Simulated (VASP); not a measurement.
A run of VASP 6.6.1:

The input INCAR:

```
ALGO = Normal
EDIFF = 1E-7
ENCUT = 520
ISIF = 2
ISMEAR = 0
LASPH = T
LCHARG = T
LELF = T
LREAL = F
LVHAR = T
LWAVE = F
NBANDS = 28
NELM = 80
PREC = Accurate
SIGMA = 0.01
```

File KPOINTS:

```
k-points
0
Gamma
  4 3 3
```

POSCAR

```
SnO
1.0
    3.3550050000      0.0000000000      0.0000000000
    0.0000000000      5.6741040000      0.0000000000
    0.0000000000      0.0000000000      4.2219700000
Sn O
2 2
Direct
    0.0032965171      0.1994062404      0.5042323197
    0.4937398591      0.7566943076      0.0095203154
   -0.0119412158      0.8626964770      0.7301637381
    0.5009025296      0.0910667008      0.2092151007
```

Potentials or basis: VASP PAW LDA potentials, release 64 (Sn_d, O).

Run with:

```console
$ cat potpaw_LDA.64/Sn_d/POTCAR potpaw_LDA.64/O/POTCAR > POTCAR
$ mpirun -np 1 vasp_std > vasp.out
```

Hardware: 1 thread of Intel(R) Xeon(R) Platinum 8488C (Sapphire Rapids), with other jobs on the host.

Question: Estimate the wall time of this run.

Answer: Wall time 30 s on 1 thread of Intel(R) Xeon(R) Platinum 8488C (Sapphire Rapids) (shared host), peak memory 0.17 GiB. Counts: scf iterations 15, k points 19.
